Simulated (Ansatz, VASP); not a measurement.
CdTe in VASP and in Ansatz

Contents of INCAR:

```
SYSTEM = CdTe
PREC = Accurate ; ENCUT = 520
EDIFF = 1E-7 ; ISMEAR = 0
SIGMA = 0.01 ; LREAL = .False.
LASPH = .True. ; NELM = 100
ALGO = Normal ; ISIF = 2
LWAVE = .False. ; LCHARG = .False.
GGA = PS ; NBANDS = 16
```

Contents of KPOINTS:

```
regular mesh
0
Gamma
  6 6 6
  0 0 0
```

POSCAR

```
CdTe
1.0
    0.0000000000      3.2471758892      3.2471758892
    3.2471758892      0.0000000000      3.2471758892
    3.2471758892      3.2471758892      0.0000000000
Cd Te
1 1
Direct
    0.0000000000      0.0000000000      0.0000000000
    0.2500000000      0.2500000000      0.2500000000
```

Input for Ansatz:

```yaml
crystal:
  lattice:
    - [0.0, 3.247175889243668, 3.247175889243668]
    - [3.247175889243668, 0.0, 3.247175889243668]
    - [3.247175889243668, 3.247175889243668, 0.0]
  atoms:
    - { symbol: Cd, position: [0.0, 0.0, 0.0] }
    - { symbol: Te, position: [0.25, 0.25, 0.25] }
basis:
  ecutwfc: 500.0
kpoints:
  mp_grid:
    grid: [6, 6, 6]
hamiltonian:
  xc: pbesol
scf:
  occupations:
    method: fixed
output:
  stress: true
```

Alike in both runs: task single point; functional PBEsol; k mesh 6 × 6 × 6; no spin polarisation.

|  | VASP | Ansatz |
| --- | --- | --- |
| version | VASP 6.6.1 | Ansatz 0.2.0 |
| potentials or method | VASP PAW PBE potentials, release 64 (Cd, Te), cutoff 520 eV | plane waves, PAW |
| occupations | gaussian, width 0.01 eV | fixed |
| valence electrons in the cell | 18 | 36 |

|  | VASP | Ansatz | Ansatz less VASP |
| --- | --- | --- | --- |
| pressure (GPa) | 0.1 | -0.1 | -0.16 |

VASP's potentials were made for PBE, not for PBEsol. VASP's potentials hold 18 valence electrons a cell and Ansatz's 36, so a difference there can come from the potentials and not from the codes.

Neither program's run includes spin-orbit coupling.
